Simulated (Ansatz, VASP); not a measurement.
## Mo in VASP and in Ansatz

```xyz
1
Lattice="-1.5012 1.6592 1.5802 1.5012 -1.6592 1.5802 1.5012 1.6592 -1.5802" Properties=species:S:1:pos:R:3 pbc="T T T"
Mo    0.0000    0.0000    0.0000
```

Change from the starting cell: strain +e along x and -e along y -0.0500, strain +e along z and -e/2 along x and y +0.0000.

Alike in both runs: task single point; functional PBE; k mesh 20 × 20 × 20; occupations gaussian, width 0.15 eV; no spin polarisation.

|  | VASP | Ansatz |
| --- | --- | --- |
| version | VASP 6.6.1 | Ansatz 0.2.0 |
| potentials or method | VASP PAW PBE potentials, release 64 (Mo_sv), cutoff 520 eV | scalar-relativistic, plane waves, PAW |
| valence electrons in the cell | 14 | 14 |

Ansatz gave:

| Property | Result |
| --- | --- |
| gap on the k mesh at the Fermi level (eV) | none |
| pressure (GPa) | 1.7 |
| traceless stress, the component that is largest in VASP (GPa) | 15.04 |

Problem. Estimate VASP's values.

Solution. gap on the k mesh at the Fermi level (eV): none; pressure (GPa): 2.3; traceless stress, the component that is largest in VASP (GPa): 15.03.

A gap of «none» marks a metal or a gap that the smearing closes. The functional is the same, so the differences come from potentials, cutoffs and numerics.
